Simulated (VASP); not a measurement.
Set up this calculation in VASP 6.6.1, as the native input.

```
Task                   : single point
Functional             : PBEsol
Potentials or basis    : VASP PAW PBE potentials, release 64 (Ta_sv_GW, N)
Cutoff                 : 700 eV
k mesh                 : 10 × 10 × 10
Occupations            : fermi-dirac, width 0.05 eV
Spin                   : no spin polarisation
Dipole correction      : no
Further INCAR settings : ALGO = Normal; EDIFF = 1e-06; NBANDS = 16
```

The structure of TaN lies in POSCAR:

```
TaN
1.0
    0.0000000000      2.1359517850      2.1359517850
    2.1359517850      0.0000000000      2.1359517850
    2.1359517850      2.1359517850      0.0000000000
Ta N
1 1
Direct
    0.5000000000      0.5000000000      0.5000000000
    0.0000000000      0.0000000000      0.0000000000
```

One way to write it, as run:

INCAR

```
SYSTEM = TaN
  ALGO = Normal
  EDIFF = 1E-6
  ENCUT = 700
  GGA = PS
  GGA_COMPAT = .False.
  ISIF = 2
  ISMEAR = -1
  LASPH = .True.
  LCHARG = .False.
  LREAL = .False.
  LWAVE = .False.
  NBANDS = 16
  NELM = 120
  PREC = Accurate
  SIGMA = 0.05
```

KPOINTS

```
k-points
0
Gamma
  10 10 10
  0 0 0
```

Potentials or basis: VASP PAW PBE potentials, release 64 (Ta_sv_GW, N).

Run with:

```console
$ cat potpaw_PBE.64/Ta_sv_GW/POTCAR potpaw_PBE.64/N/POTCAR > POTCAR
$ mpirun -np 1 vasp_std > vasp.out
```

Results of the run:

The pressure is 30.3 GPa and the band gap on the k mesh is zero (bands 9 and 10 overlap by 4.58 eV).

Caveat: the cell stands under pressure; the PAW data sets were made with another functional, which shifts forces and pressure a little; spin-orbit coupling is left out, which moves the levels of the heavy elements.

It took 12 s on 1 thread of Intel(R) Xeon(R) 6975P-C (Granite Rapids), on a shared host, peak memory 0.18 GiB.
